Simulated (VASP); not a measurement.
Input of a VASP 6.6.1 run:

Contents of INCAR:

```
SYSTEM = BN
ALGO = Normal ; EDIFF = 1E-6
EDIFFG = -0.02 ; ENCUT = 600
GGA = PS ; IBRION = 2
ISIF = 3 ; ISMEAR = -1
LASPH = .True. ; LCHARG = .False.
LREAL = .False. ; LWAVE = .False.
NELM = 80 ; NSW = 80
PREC = Accurate ; SIGMA = 0.01
```

KPOINTS

```
k-points
0
Gamma
  10 10 10
  0 0 0
```

POSCAR

```
BN
1.0
    0.0000000000      1.8075000000      1.8075000000
    1.8075000000      0.0000000000      1.8075000000
    1.8075000000      1.8075000000      0.0000000000
B N
1 1
Direct
    0.0000000000      0.0000000000      0.0000000000
    0.2500000000      0.2500000000      0.2500000000
```

Potentials or basis: VASP PAW PBE potentials, release 64 (B, N).

Run with:

```console
$ cat potpaw_PBE.64/B/POTCAR potpaw_PBE.64/N/POTCAR > POTCAR
$ mpirun -np 1 vasp_std > vasp.out
```

Task: Predict the band gap on the k mesh.

Result: 4.28 eV, indirect (least direct gap 8.79 eV).

Task: What does it give for the relaxed volume?

Result: 5.86 Å³/atom.

Task: What does it give for the relaxed cell?

Result: a = 2.550 Å, b = 2.550 Å, c = 2.550 Å, α = 60.00°, β = 60.00°, γ = 60.00°.

Final structure:
```xyz
2
Lattice="0.0000 1.8033 1.8033 1.8033 0.0000 1.8033 1.8033 1.8033 0.0000" Properties=species:S:1:pos:R:3 pbc="T T T"
B     0.0000    0.0000    0.0000
N     0.9017    0.9017    0.9017
```

Caveat: the PAW data sets were made with another functional, which shifts forces and pressure a little. A k mesh can miss the band edges.
